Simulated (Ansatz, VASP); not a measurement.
# Two plane-wave programs on LiSi2

Contents of INCAR:

```
ALGO = Normal
EDIFF = 1E-6
EDIFFG = -0.01
ENCUT = 600
GGA = PE
IBRION = 2
ISIF = 3
ISMEAR = 0
LASPH = T
LCHARG = F
LREAL = F
LWAVE = F
NELM = 60
NSW = 100
PREC = Accurate
SIGMA = 0.1
```

KPOINTS

```
k-points
0
Gamma
  16 16 16
```

The input POSCAR:

```
LiSi2
1.0
   -2.0944522392      2.0944522392      2.5960216787
    2.0944522392     -2.0944522392      2.5960216787
    2.0944522392      2.0944522392     -2.5960216787
Li Si
1 2
Direct
    0.0000000000      0.0000000000      0.0000000000
    0.7500000000      0.2500000000      0.5000000000
    0.2500000000      0.7500000000      0.5000000000
```

Input for Ansatz:

```yaml
crystal:
  lattice:
    - [-2.0944522392, 2.0944522392, 2.5960216787]
    - [2.0944522392, -2.0944522392, 2.5960216787]
    - [2.0944522392, 2.0944522392, -2.5960216787]
  atoms:
    - { symbol: Li, position: [0.0, 0.0, 0.0] }
    - { symbol: Si, position: [0.75, 0.25, 0.5] }
    - { symbol: Si, position: [0.25, 0.75, 0.5] }
basis:
  ecutwfc: 420
kpoints:
  mp_grid: { grid: [16, 16, 16] }
hamiltonian:
  xc: pbe
scf:
  occupations: { method: gaussian, width: 0.1 }
output:
  forces: true
  stress: true
  eigenvalues: true
relax:
  adjacent_minimum: "off"
  f_tol: 0.01
  max_steps: 80
  cell: { stress_tol: 0.05 }
```

Alike in both runs: task relaxation of cell and atoms; functional PBE; k mesh 16 × 16 × 16; occupations gaussian, width 0.1 eV; no spin polarisation.

|  | VASP | Ansatz |
| --- | --- | --- |
| version | VASP 6.6.1 | Ansatz 0.2.0 |
| potentials or method | VASP PAW PBE potentials, release 64 (Li_sv, Si), cutoff 600 eV | scalar-relativistic, plane waves, PAW |
| valence electrons in the cell | 11 | 11 |

Ansatz gave:

| Property | Result |
| --- | --- |
| gap on the k mesh at the Fermi level, each at its own relaxed structure (eV) | none |
| relaxed volume (Å³/atom) | 14.87 |
| relaxed length of the cell vector where the two differ most in proportion (Å) | 3.978 |

Question: Estimate VASP's values.

Answer: gap on the k mesh at the Fermi level, each at its own relaxed structure (eV): none; relaxed volume (Å³/atom): 14.87; relaxed length of the cell vector where the two differ most in proportion (Å): 3.977.

A gap of «none» marks a metal or a gap that the smearing closes.

Noted on VASP's run: the cutoff is under 1.25 times that of the potentials, so the pressure is a little rough.
